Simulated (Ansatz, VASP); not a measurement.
# Ca2AlO in VASP and in Ansatz

Contents of INCAR:

```
  PREC = Accurate
  ENCUT = 520
  EDIFF = 1E-6
  ISMEAR = 0
  SIGMA = 0.1
  LREAL = False
  LASPH = True
  NELM = 150
  ALGO = Normal
  ISIF = 2
  LWAVE = False
  LCHARG = False
  ISPIN = 2
  MAGMOM = 0 0 0 1
  LORBIT = 11
  GGA = PE
  NBANDS = 26
```

The input KPOINTS:

```
Automatic mesh
0
Gamma
  6 6 6
```

Contents of POSCAR:

```
Ca2AlO
1.0
    1.7352444951      1.0018438763      7.8661965906
   -1.7352444951      1.0018438763      7.8661965906
    0.0000000000     -2.0036877527      7.8661965906
Ca Al O
2 1 1
Direct
    0.2253569654      0.2253569654      0.2253569654
    0.7746430346      0.7746430346      0.7746430346
    0.0000000000      0.0000000000      0.0000000000
    0.5000000000      0.5000000000      0.5000000000
```

Input for Ansatz:

```yaml
crystal:
  lattice:
    - [1.7352444951, 1.0018438763, 7.8661965906]
    - [-1.7352444951, 1.0018438763, 7.8661965906]
    - [0.0, -2.0036877527, 7.8661965906]
  atoms:
    - { symbol: Ca, position: [0.2253569654, 0.2253569654, 0.2253569654] }
    - { symbol: Ca, position: [0.7746430346, 0.7746430346, 0.7746430346] }
    - { symbol: Al, position: [0.0, 0.0, 0.0] }
    - { symbol: O, position: [0.5, 0.5, 0.5], spin: 1.0 }
basis:
  ecutwfc: 420
kpoints:
  mp_grid: { grid: [6, 6, 6] }
hamiltonian:
  xc: pbe
scf:
  occupations: { method: gaussian, width: 0.1 }
  lower_state_search: "off"
output:
  forces: true
  stress: true
  eigenvalues: true
  populations: true
magnetization:
  spin_polarized: true
```

Change from the starting cell: species swapped into the NaVSe2 type (R-3m, No. 166).

Alike in both runs: task single point; functional PBE; k mesh 6 × 6 × 6; occupations gaussian, width 0.1 eV; collinear spin.

```csv
,VASP,Ansatz
version,VASP 6.6.1,Ansatz 0.2.0
potentials or method,"VASP PAW PBE potentials, release 64 (Ca_sv, Al, O), cutoff 520 eV","scalar-relativistic, plane waves, PAW"
valence electrons in the cell,29,29
```

Ansatz gave:

```
gap on the k mesh at the Fermi level (eV) : none
pressure (GPa)                            : 0.0
rms of the force components (eV/Å)        : 0.003
net moment per atom (μB)                  : 0.00
```

Task: Which values does VASP return?

Result: gap on the k mesh at the Fermi level (eV): none; pressure (GPa): 0.2; rms of the force components (eV/Å): 0.017; net moment per atom (μB): 0.00.

Atom by atom the forces differ by 0.014 eV/Å (rms over components). A gap of «none» marks a metal or a gap that the smearing closes. Ansatz's warnings: seeded moment not kept.
